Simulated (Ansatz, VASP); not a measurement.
Two plane-wave programs on C

File INCAR:

```
SYSTEM = C
ALGO = Normal
EDIFF = 1E-6
ENCUT = 520
GGA = PS
ISIF = 2
ISMEAR = 0
IVDW = 12
LASPH = .TRUE.
LCHARG = .FALSE.
LREAL = .FALSE.
LWAVE = .FALSE.
NBANDS = 11
NELM = 80
PREC = Accurate
SIGMA = 0.15
```

Contents of KPOINTS:

```
k-points
0
G
  21 21 12
  0 0 0
```

The input POSCAR:

```
C
1.0
    2.4576582469      0.0000000000      0.0000000000
   -1.2288291235      2.1283944757      0.0000000000
    0.0000000000      0.0000000000      3.5294822413
C
2
Direct
    0.3239365790      0.6478731580      0.0000000000
    0.6760634210      0.3521268420      0.0000000000
```

Input for Ansatz:

```yaml
crystal:
  lattice:
    - [2.4576582469, 0.0, 0.0]
    - [-1.2288291235, 2.1283944757, 0.0]
    - [0.0, 0.0, 3.5294822413]
  atoms:
    - { symbol: C, position: [0.323936579, 0.647873158, 0.0] }
    - { symbol: C, position: [0.676063421, 0.352126842, 0.0] }
basis:
  ecutwfc: 520.0
kpoints:
  mp_grid: { grid: [21, 21, 12] }
hamiltonian:
  xc: pbesol
  pseudopotentials: { kind: paw, azcp: { folder: soft_1 } }
  dispersion: d3bj
scf:
  occupations: { method: gaussian, width: 0.15 }
output:
  forces: true
  stress: true
  eigenvalues: true
```

Change from the starting cell: mode 6 frozen in at -0.040 Å, equal normal strain along x, y and z +0.0000.

Alike in both runs: task single point; functional PBEsol; dispersion D3(BJ); k mesh 21 × 21 × 12; occupations gaussian, width 0.15 eV; no spin polarisation.

|  | VASP | Ansatz |
| --- | --- | --- |
| version | VASP 6.6.1 | Ansatz 0.2.0 |
| potentials or method | VASP PAW PBE potentials, release 64 (C), cutoff 520 eV | scalar-relativistic, plane waves, PAW |
| valence electrons in the cell | 8 | 8 |

```tsv
	VASP	Ansatz	Ansatz less VASP
gap on the k mesh at the Fermi level (eV)	none	none	-
pressure (GPa)	3.2	2.6	-0.64
traceless stress, the component that is largest in VASP (GPa)	10.04	9.47	-0.561
rms of the force components (eV/Å)	2.292	2.287	-0.0057
```

VASP's potentials were made for PBE, not for PBEsol, and Ansatz warns of the same on its side. Atom by atom the forces differ by 0.006 eV/Å (rms over components). A gap of «none» marks a metal or a gap that the smearing closes.
